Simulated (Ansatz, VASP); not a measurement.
**AlGaN2: VASP beside Ansatz**

```xyz
4
Lattice="3.1153 0.0000 0.0000 0.0000 3.1153 0.0000 0.0000 0.0000 4.2966" Properties=species:S:1:pos:R:3 pbc="T T T"
Al    1.5576    1.5576    2.1483
Ga    0.0000    0.0000    0.0000
N     1.5576    0.0000    3.1797
N     0.0000    1.5576    1.1169
```

Change from the starting cell: strain along c alone, the other axes held, atoms relaxed: -2.0 %.

Alike in both runs: task relaxation of the atoms; functional LDA; k mesh 8 × 8 × 6; occupations gaussian, width 0.02 eV; no spin polarisation.

```csv
,VASP,Ansatz
version,VASP 6.6.1,Ansatz 0.2.0
potentials or method,"VASP PAW LDA potentials, release 64 (Al, Ga_d, N), cutoff 520 eV","scalar-relativistic, plane waves, PAW"
valence electrons in the cell,26,26
```

```csv
,VASP,Ansatz,Ansatz less VASP
"gap on the k mesh at the Fermi level, each at its own relaxed structure (eV)",3.24,3.23,-0.010
```

LDA's correlation is that of Perdew and Zunger in VASP and of Perdew and Wang (1992) in Ansatz. Ansatz's warnings: stress scf threshold loose.
